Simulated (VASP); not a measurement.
# WC (P-6m2) in VASP: settings compared

The runs below take WC through single point, with PBE, LDA, PBEsol.

Program: VASP 6.6.1. These are calculated values, not measurements. Logs are shortened: lines on timing, memory, paths and dates and some standing lists are left out, and cuts for length are marked.

**1. The cell of the first run**

It takes space group P-6m2 (No. 187, hexagonal). Conventional cell: a = 2.929 Å, b = 2.929 Å, c = 2.857 Å, α = 90.00°, β = 90.00°, γ = 120.00°. W (site symmetry -6m2) has 6 C at 2.21 Å and 2 W at 2.86 Å within 2.9 Å. C (site symmetry -6m2) has 6 W at 2.21 Å and 2 C at 2.86 Å within 2.9 Å.

**2. Single point, PBE (volume scaled by 1.03)**

Input file INCAR:

```
SYSTEM = WC
PREC = Accurate ; ENCUT = 520
EDIFF = 1E-6 ; ISMEAR = -1
SIGMA = 0.05 ; LREAL = .False.
LASPH = .True. ; NELM = 100
ALGO = Normal ; ISIF = 2
LWAVE = .False. ; LCHARG = .True.
GGA = PE ; LELF = .True.
LVHAR = .True. ; NBANDS = 16
```

Input file KPOINTS:

```
regular mesh
0
Gamma
  13 13 12
  0 0 0
```

Input file POSCAR:

```
WC
1.0
    2.9292211398      0.0000000000      0.0000000000
   -1.4646105699      2.5367799204      0.0000000000
    0.0000000000      0.0000000000      2.8570117227
W C
1 1
Direct
    0.0000000000      0.0000000000      0.0000000000
    0.6666666667      0.3333333333      0.5000000000
```

Potentials or basis: VASP PAW PBE potentials, release 64 (W_sv, C).

Command:

```
> cat potpaw_PBE.64/W_sv/POTCAR potpaw_PBE.64/C/POTCAR > POTCAR
> mpirun -np 1 vasp_std > vasp.out
```

OUTCAR:

```text
SYSTEM = WC
   PREC = Accurate
   ENCUT = 520
   EDIFF = 1E-6
   ISMEAR = -1
   LREAL = .False.
   LASPH = .True.
   NELM = 100
   ISIF = 2
   GGA = PE

 ion  position               nearest neighbor table
   1  0.000  0.000  0.000-   2 2.21   2 2.21   2 2.21   2 2.21   2 2.21   2 2.21
   2  0.667  0.333  0.500-   1 2.21   1 2.21   1 2.21   1 2.21   1 2.21   1 2.21

  LATTYP: Found a hexagonal cell.
 ALAT       =     2.9292211398
 C/A-ratio  =     0.9753485948

  Lattice vectors:

 A1 = (   2.9292211398,   0.0000000000,   0.0000000000)
 A2 = (  -1.4646105699,   2.5367799204,   0.0000000000)
 A3 = (   0.0000000000,   0.0000000000,   2.8570117227)

Analysis of symmetry for initial positions (statically):
=====================================================================
 Subroutine PRICEL returns:
 Original cell was already a primitive cell.

 Routine SETGRP: Setting up the symmetry group for a
 hexagonal supercell.

 Subroutine GETGRP returns: Found 12 space group operations
 (whereof 12 operations were pure point group operations)
 out of a pool of 24 trial point group operations.

The static configuration has the point symmetry D_3h.

Analysis of symmetry for dynamics (positions and initial velocities):
=====================================================================
 Subroutine PRICEL returns:
 Original cell was already a primitive cell.

 Routine SETGRP: Setting up the symmetry group for a
 hexagonal supercell.

 Subroutine GETGRP returns: Found 12 space group operations
 (whereof 12 operations were pure point group operations)
 out of a pool of 24 trial point group operations.

The dynamic configuration has the point symmetry D_3h.

 Subroutine INISYM returns: Found 12 space group operations
 (whereof 12 operations are pure point group operations),
 and found     1 'primitive' translations

----------------------------------------------------------------------------------------

                                     Primitive cell

  volume of cell :      21.2299

  direct lattice vectors                    reciprocal lattice vectors
     2.929221140  0.000000000  0.000000000     0.341387677  0.197100267  0.000000000
    -1.464610570  2.536779920  0.000000000     0.000000000  0.394200534  0.000000000
     0.000000000  0.000000000  2.857011723     0.000000000  0.000000000  0.350016065

  length of vectors
     2.929221140  2.929221140  2.857011723     0.394200534  0.394200534  0.350016065

  position of ions in fractional coordinates (direct lattice)
     0.000000000  0.000000000  0.000000000
     0.666666667  0.333333333  0.500000000

  ion indices of the primitive-cell ions
   primitive index   ion index
                 1           1
                 2           2

----------------------------------------------------------------------------------------

 KPOINTS: regular mesh

Automatic generation of k-mesh.
 Grid dimensions read from file:
 generate k-points for:   13   13   12

 Generating k-lattice:

  Cartesian coordinates                     Fractional coordinates (reciprocal lattice)
     0.026260591  0.015161559  0.000000000     0.076923077  0.000000000  0.000000000
     0.000000000  0.030323118  0.000000000     0.000000000  0.076923077  0.000000000
     0.000000000  0.000000000  0.029168005     0.000000000  0.000000000  0.083333333

  Length of vectors
     0.030323118  0.030323118  0.029168005

  Shift w.r.t. Gamma in fractional coordinates (k-lattice)
     0.000000000  0.000000000  0.000000000

 Subroutine IBZKPT returns following result:
 ===========================================

 Found    147 irreducible k-points:

 Following reciprocal coordinates:
            Coordinates               Weight
  0.000000  0.000000  0.000000      1.000000
  0.076923  0.000000  0.000000      6.000000
  0.153846  0.000000  0.000000      6.000000
  0.230769  0.000000  0.000000      6.000000
  0.307692  0.000000  0.000000      6.000000
  0.384615  0.000000  0.000000      6.000000
[... 16 lines left out ...]
  0.076923  0.000000  0.083333     12.000000
  0.153846  0.000000  0.083333     12.000000
 [... further k-points ...]
   k-points           NKPTS =    147   k-points in BZ     NKDIM =    147   number of bands    NBANDS=     16
   number of dos      NEDOS =    301   number of ions     NIONS =      2
   total plane-waves  NPLWV =  13824
   dimension x,y,z NGX =    24 NGY =   24 NGZ =   24
   dimension x,y,z NGXF=    48 NGYF=   48 NGZF=   48
   ions per type =               1   1
   NGX,Y,Z   is equivalent  to a cutoff of  13.62, 13.62, 13.97 a.u.
   NGXF,Y,Z  is equivalent  to a cutoff of  27.24, 27.24, 27.93 a.u.
 SYSTEM =  WC
   PREC   = accura    normal or accurate (medium, high low for compatibility)
   ISTART =      0    job   : 0-new  1-cont  2-samecut
   ICHARG =      2    charge: 1-file 2-atom 10-const
   ISPIN  =      1    spin polarized calculation?
   LNONCOLLINEAR =      F non collinear calculations
   LSORBIT =      F    spin-orbit coupling
   LASPH  =      T    aspherical Exc in radial PAW
   ENCUT  =  520.0 eV  38.22 Ry    6.18 a.u.   5.45  5.45  5.31*2*pi/ulx,y,z
   NELM   =    100;   NELMIN=  2; NELMDL= -5     # of ELM steps
   EDIFF  = 0.1E-05   stopping-criterion for ELM
   LREAL  =      F    real-space projection
   EDIFFG = 0.1E-04   stopping-criterion for IOM
   NSW    =      0    number of steps for IOM
   IBRION =     -1    ionic relax: 0-MD 1-quasi-New 2-CG
   NFREE  =      0    steps in history (QN), initial steepest desc. (CG)
   ISIF   =      2    stress and relaxation
   ISYM   =      2    0-nonsym 1-usesym 2-fastsym
   POTIM  = 0.5000    time-step for ionic-motion
   TEBEG  =    0.0;   TEEND  =   0.0 temperature during run
   PSTRESS=    0.0 pullay stress
   NELECT =      18.0000    total number of electrons
   NUPDOWN=      -1.0000    fix difference up-down
   EMIN   =  10.00;   EMAX   =-10.00  energy-range for DOS
   EFERMI =   0.00;   METHOD = LEGACY
   ISMEAR =    -1;   SIGMA  =   0.05  broadening in eV -4-tet -1-fermi 0-gaus
   EFERMI_NEDOS =   21; number of points for ismear=-14 and -15
   IALGO  =     38    algorithm
   IMIX   =      4    mixing-type and parameters
     AMIX     =   0.40;   BMIX     =  1.00
     AMIX_MAG =   1.60;   BMIX_MAG =  1.00
  volume/ion in A,a.u.               =      10.61        71.63
  Fermi-wavevector in a.u.,A,eV,Ry     =   1.549471  2.928075 32.665672  2.400859
  Thomas-Fermi vector in A             =   2.654273
   LORBIT       =      0    0 simple, 1 ext, 2 COOP (PROOUT), +10 PAW based schemes
   GGA     = PE    functional components
   LHFCALC =     F    Hartree Fock is set to
   AEXX    =    0.0000 exact exchange contribution
   IVDW    =     0    specifies the selected vdW correction
   LEPSILON=     F    determine dielectric tensor
   LRPA    =     F    only Hartree local field effects (RPA)
 non-spin polarized calculation
  energy-cutoff  :      520.00
  volume of cell :       21.23
 maximum number of plane-waves:       599
 NGX is ok and might be reduce to    24
   NGX = 11   NGY = 11   NGZ = 11

 number of electron      18.0000000 magnetization

 Free energy of the ion-electron system (eV)
  ---------------------------------------------------
  ext. energy  EPLUGINS =         0.00000000
  ---------------------------------------------------
  free energy    TOTEN  =       -22.44985680 eV

  energy without entropy =      -22.44697375  energy(sigma->0) =      -22.44841527

 E-fermi :  10.7574     XC(G=0): -13.6734

 val. band max:       10.7545216759   @ k =   0.4615   0.0000   0.4167
 cond. band min:      10.7757025646   @ k =   0.0769   0.0769   0.4167
 fundamental gap:      0.0211808888
 Fermi energy:        10.7573679326

 k-point     1 :       0.0000    0.0000    0.0000
  band No.  band energies     occupation
      1     -63.2960      2.00000
      2     -27.2737      2.00000
      3     -27.1838      2.00000
      4     -27.1838      2.00000
      5      -3.5193      2.00000
      6       6.5729      2.00000
[... 8 lines left out ...]
     15      24.8834      0.00000
     16      27.2834      0.00000

 k-point     2 :       0.0769    0.0000    0.0000
  band No.  band energies     occupation
      1     -63.2930      2.00000
      2     -27.2679      2.00000
      3     -27.2289      2.00000
      4     -27.1941      2.00000
      5      -3.3686      2.00000
      6       6.6149      2.00000
[... 8 lines left out ...]
     15      24.5917      0.00000
     16      27.6019      0.00000

 k-point     3 :       0.1538    0.0000    0.0000
  band No.  band energies     occupation
      1     -63.2847      2.00000
      2     -27.3521      2.00000
      3     -27.2519      2.00000
      4     -27.2223      2.00000
      5      -2.9383      2.00000
      6       6.3038      2.00000
[... 8 lines left out ...]
     15      24.2816      0.00000
     16      28.4888      0.00000

 k-point     4 :       0.2308    0.0000    0.0000
  band No.  band energies     occupation
      1     -63.2730      2.00000
      2     -27.5222      2.00000
      3     -27.2619      2.00000
      4     -27.2293      2.00000
      5      -2.2912      2.00000
      6       5.5552      2.00000
[... 8 lines left out ...]
     15      24.4703      0.00000
     16      28.8428      0.00000
[... 324 lines left out ...]
 k-point    22 :       0.0000    0.0000    0.0833
  band No.  band energies     occupation
      1     -63.2936      2.00000
      2     -27.3219      2.00000
      3     -27.1797      2.00000
      4     -27.1797      2.00000
      5      -3.3547      2.00000
      6       6.4787      2.00000
[... 8 lines left out ...]
     15      25.2683      0.00000
     16      27.3305      0.00000

 k-point    23 :       0.0769    0.0000    0.0833
  band No.  band energies     occupation
      1     -63.2905      2.00000
      2     -27.3161      2.00000
      3     -27.2244      2.00000
      4     -27.1899      2.00000
      5      -3.2075      2.00000
      6       6.5502      2.00000
[... 8 lines left out ...]
     15      24.7806      0.00000
     16      27.6098      0.00000

 k-point    24 :       0.1538    0.0000    0.0833
  band No.  band energies     occupation
      1     -63.2823      2.00000
      2     -27.3482      2.00000
      3     -27.2984      2.00000
      4     -27.2180      2.00000
      5      -2.7885      2.00000
      6       6.3692      2.00000
[... 8 lines left out ...]
     15      24.2173      0.00000
     16      28.4050      0.00000

 [... further k-points ...]

------------------------ aborting loop because EDIFF is reached ----------------------------------------

  FORCE on cell =-STRESS in cart. coord.  units (eV):
  Direction    XX          YY          ZZ          XY          YZ          ZX
  --------------------------------------------------------------------------------------
  -------------------------------------------------------------------------------------
  Total       -0.2490782     -0.2490782     -0.4169369      0.0000000     -0.0000000      0.0000000
  in kB      -18.7974695    -18.7974695    -31.4654461      0.0000000     -0.0000000      0.0000000
  external PRESSURE =     -23.0201284 kB  Pullay stress =       0.0000000 kB

 VOLUME and BASIS-vectors are now :
 -----------------------------------------------------------------------------
  energy-cutoff  :      520.00
  volume of cell :       21.23
      direct lattice vectors                 reciprocal lattice vectors
     2.929221140  0.000000000  0.000000000     0.341387677  0.197100267  0.000000000
    -1.464610570  2.536779920  0.000000000     0.000000000  0.394200534  0.000000000
     0.000000000  0.000000000  2.857011723     0.000000000  0.000000000  0.350016065

 POSITION                                       TOTAL-FORCE (eV/Angst)
 -----------------------------------------------------------------------------------
      0.00000      0.00000      0.00000         0.000000     -0.000000      0.000000
      1.46461      0.84559      1.42851         0.000000      0.000000      0.000000
 -----------------------------------------------------------------------------------
    total drift:                               -0.000000      0.000000      0.000000

  FREE ENERGIE OF THE ION-ELECTRON SYSTEM (eV)
  ---------------------------------------------------
  free  energy   TOTEN  =       -22.4498567976 eV

  energy  without entropy=      -22.4469737501  energy(sigma->0) =      -22.44841527
```

Run time: 65 s. Hardware: 1 thread of AMD EPYC 7R13, shared host; peak memory 0.15 GiB.

Results:

```
Free energy            : -22.4499 eV
Pressure               : -2.3 GPa
Band gap on the k mesh : zero (band 9 reaches 11.44 eV, above the bottom of band 10 at 10.20 eV)
```

Levels at points of the mesh, in eV from the Fermi level:
```csv
k point,band 6,band 7,band 8,band 9,band 10,band 11,band 12,band 13
"(0.00, 0.00, 0.00)",-4.18,-3.24,-3.24,0.09,3.13,3.13,5.50,5.50
"(0.00, 0.00, 0.50)",-8.51,-1.96,-1.96,-0.56,-0.56,3.58,4.46,4.46
```

Caveat: the cell differs from its parent crystal (volume scaled by 1.03); spin-orbit coupling is left out, which moves the levels of the heavy elements.

**3. Single point, LDA**

This run uses another cell than the first one, of 10.31 Å³/atom, 0.971 times its volume.

Input file INCAR:

```
ALGO = Normal
EDIFF = 1E-7
ENCUT = 520
ISIF = 2
ISMEAR = -1
LASPH = True
LCHARG = False
LREAL = False
LWAVE = False
NBANDS = 16
NELM = 80
PREC = Accurate
SIGMA = 0.05
```

Input file KPOINTS:

```
k-points
0
Gamma
  13 13 12
```

Input file POSCAR:

```
WC
1.0
    2.9005014360      0.0000000000      0.0000000000
   -1.4502507180      2.5119079273      0.0000000000
    0.0000000000      0.0000000000      2.8290000000
W C
1 1
Direct
    0.0000000000      0.0000000000      0.0000000000
    0.6666666667      0.3333333333      0.5000000000
```

Potentials or basis: VASP PAW LDA potentials, release 64 (W_sv, C).

Command:

```
> cat potpaw_LDA.64/W_sv/POTCAR potpaw_LDA.64/C/POTCAR > POTCAR
> mpirun -np 1 vasp_std > vasp.out
```

It took 13 s on 1 thread of Intel Xeon 6975P-C (Granite Rapids), shared host; peak memory 0.16 GiB.

Results (log left out):

- Free energy: -24.6991 eV
- Pressure: -4.7 GPa
- Band gap on the k mesh: zero (band 9 reaches 11.73 eV, above the bottom of band 10 at 10.46 eV)

Stress tensor (GPa, compression positive):
```
-4.27  0.00  0.00
 0.00 -4.27  0.00
 0.00  0.00 -5.56
```

Levels at points of the mesh, in eV from the Fermi level:
| k point | band 7 | band 8 | band 9 | band 10 | band 11 | band 12 |
| --- | --- | --- | --- | --- | --- | --- |
| (0.00, 0.00, 0.00) | -3.38 | -3.38 | 0.11 | 3.20 | 3.20 | 5.63 |
| (0.00, 0.00, 0.50) | -2.06 | -2.06 | -0.64 | -0.64 | 3.68 | 4.50 |

Caveat: spin-orbit coupling is left out, which moves the levels of the heavy elements.

**4. Single point, PBEsol**

This run uses another cell than the first one, of 10.31 Å³/atom, 0.971 times its volume.

Input file INCAR:

```
SYSTEM = WC
PREC = Accurate ; ENCUT = 520
EDIFF = 1E-6 ; ISMEAR = -1
SIGMA = 0.05 ; LREAL = .False.
LASPH = .True. ; NELM = 60
ALGO = Normal ; ISIF = 2
LWAVE = .False. ; LCHARG = .False.
GGA = PS ; NBANDS = 16
```

Input file KPOINTS:

```
Automatic mesh
0
Gamma
  13 13 12
  0 0 0
```

POSCAR is that of step 3.

Potentials or basis: VASP PAW PBE potentials, release 64 (W_sv, C).

Command:

```
> cat potpaw_PBE.64/W_sv/POTCAR potpaw_PBE.64/C/POTCAR > POTCAR
> mpirun -np 1 vasp_std > vasp.out
```

It took 15 s on 1 thread of Intel Xeon 6975P-C (Granite Rapids), shared host; peak memory 0.17 GiB.

It converged, with:

```
Free energy            : -23.9017 eV
Pressure               : 0.4 GPa
Band gap on the k mesh : zero (band 9 reaches 11.70 eV, above the bottom of band 10 at 10.43 eV)
```

Stress tensor (GPa, compression positive):
```
0.48 0.00 0.00
0.00 0.48 0.00
0.00 0.00 0.37
```

Levels at points of the mesh, in eV from the Fermi level:
```csv
k point,band 6,band 7,band 8,band 9,band 10,band 11,band 12,band 13
"(0.00, 0.00, 0.00)",-4.38,-3.37,-3.37,0.11,3.25,3.25,5.69,5.69
"(0.00, 0.00, 0.50)",-8.73,-2.04,-2.04,-0.61,-0.61,3.72,4.54,4.54
```

Caveat: the PAW data sets were made with another functional, which shifts forces and pressure a little; spin-orbit coupling is left out, which moves the levels of the heavy elements.

**5. Single point, PBE**

This run uses another cell than the first one, of 10.31 Å³/atom, 0.971 times its volume.

Input file INCAR:

```
SYSTEM = WC
PREC = Accurate ; ENCUT = 520
EDIFF = 1E-7 ; ISMEAR = -1
SIGMA = 0.05 ; LREAL = .FALSE.
LASPH = .TRUE. ; NELM = 60
ALGO = Normal ; ISIF = 2
LWAVE = .FALSE. ; LCHARG = .FALSE.
GGA = PE ; NBANDS = 16
```

Input file KPOINTS:

```
regular mesh
0
G
  13 13 12
  0 0 0
```

POSCAR is that of step 4.

Command:

```
> cat potpaw_PBE.64/W_sv/POTCAR potpaw_PBE.64/C/POTCAR > POTCAR
> mpirun -np 1 vasp_std > vasp.out
```

Wall time 18 s (1 thread of Intel Xeon 6975P-C (Granite Rapids), shared host); peak memory 0.17 GiB.

Results (log left out):

```yaml
Free_energy: -22.4361 eV
Pressure: 9.6 GPa
Band_gap_on_the_k_mesh: zero (band 9 reaches 11.87 eV, above the bottom of band 10 at 10.58 eV)
```

Stress tensor (GPa, compression positive):
```
9.41 0.00 0.00
0.00 9.41 0.00
0.00 0.00 9.86
```

Levels at points of the mesh, in eV from the Fermi level:
```tsv
k point	band 6	band 7	band 8	band 9	band 10	band 11	band 12	band 13
(0.00, 0.00, 0.00)	-4.36	-3.38	-3.38	0.08	3.26	3.26	5.66	5.66
(0.00, 0.00, 0.50)	-8.71	-2.05	-2.05	-0.60	-0.60	3.70	4.53	4.53
```

Caveat: spin-orbit coupling is left out, which moves the levels of the heavy elements.

**6. Overview**

| level | potentials or basis | cell | gap on the mesh (eV) | pressure (GPa) |
| --- | --- | --- | --- | --- |
| PBE | VASP PAW PBE potentials, release 64 (W_sv, C) | a = 2.929, b = 2.929, c = 2.857 Å, angles 90.0, 90.0, 120.0°, 2 atoms | none | -2.3 |
| LDA | VASP PAW LDA potentials, release 64 (W_sv, C) | a = 2.901, b = 2.901, c = 2.829 Å, angles 90.0, 90.0, 120.0°, 2 atoms | none | -4.7 |
| PBEsol | VASP PAW PBE potentials, release 64 (W_sv, C) | a = 2.901, b = 2.901, c = 2.829 Å, angles 90.0, 90.0, 120.0°, 2 atoms | none | 0.4 |
| PBE | VASP PAW PBE potentials, release 64 (W_sv, C) | a = 2.901, b = 2.901, c = 2.829 Å, angles 90.0, 90.0, 120.0°, 2 atoms | none | 9.6 |

Alike in all rows: task single point; no spin polarisation; k mesh 13 × 13 × 12; cutoff (eV) 520; smearing fermi-dirac 0.05 eV.

Caveats: spin-orbit coupling is left out, which moves the levels of the heavy elements; the PAW data sets were made with another functional, which shifts forces and pressure a little (some runs).

Total energies depend on the potentials used, so only differences within one code and one set of settings carry meaning.
